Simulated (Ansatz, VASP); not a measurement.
**GaSb in VASP and in Ansatz**

INCAR

```
SYSTEM = GaSb
ALGO = Normal
EDIFF = 1E-6
ENCUT = 520
GGA = PE
ISIF = 2
ISMEAR = 0
LASPH = .True.
LCHARG = .True.
LELF = .True.
LREAL = .False.
LVHAR = .True.
LWAVE = .False.
NBANDS = 16
NELM = 100
PREC = Accurate
SIGMA = 0.15
```

KPOINTS

```
k-points
0
Gamma
  16 16 16
  0 0 0
```

The input POSCAR:

```
GaSb
1.0
   -2.6368500000      2.6368500000      1.7709000000
    2.6368500000     -2.6368500000      1.7709000000
    2.6368500000      2.6368500000     -1.7709000000
Ga Sb
1 1
Direct
    0.2500000000      0.7500000000      0.5000000000
    0.0000000000      0.0000000000      0.0000000000
```

Input for Ansatz:

```yaml
crystal:
  lattice:
    - [-2.63685, 2.63685, 1.7709]
    - [2.63685, -2.63685, 1.7709]
    - [2.63685, 2.63685, -1.7709]
  atoms:
    - { symbol: Ga, position: [0.25, 0.75, 0.5] }
    - { symbol: Sb, position: [0.0, 0.0, 0.0] }
basis:
  ecutwfc: 420
kpoints:
  mp_grid: { grid: [16, 16, 16] }
hamiltonian:
  xc: pbe
  pseudopotentials: { kind: paw, azcp: { folder: soft_1 } }
scf:
  occupations: { method: gaussian, width: 0.15 }
output:
  forces: true
  stress: true
  eigenvalues: true
```

Alike in both runs: task single point; functional PBE; k mesh 16 × 16 × 16; occupations gaussian, width 0.15 eV; no spin polarisation.

```csv
,VASP,Ansatz
version,VASP 6.6.1,Ansatz 0.2.0
potentials or method,"VASP PAW PBE potentials, release 64 (Ga_d, Sb), cutoff 520 eV","scalar-relativistic, plane waves, PAW"
valence electrons in the cell,18,28
```

VASP gave:

```
gap on the k mesh at the Fermi level (eV)                     : none
pressure (GPa)                                                : 0.9
traceless stress, the component that is largest in VASP (GPa) : -2.89
```

Problem. What did Ansatz give for the same quantities?

Solution. gap on the k mesh at the Fermi level (eV): none; pressure (GPa): 0.9; traceless stress, the component that is largest in VASP (GPa): -2.84.

A gap of «none» marks a metal or a gap that the smearing closes. VASP's potentials hold 18 valence electrons a cell and Ansatz's 28, so a difference there can come from the potentials and not from the codes.

Neither program's run includes spin-orbit coupling.
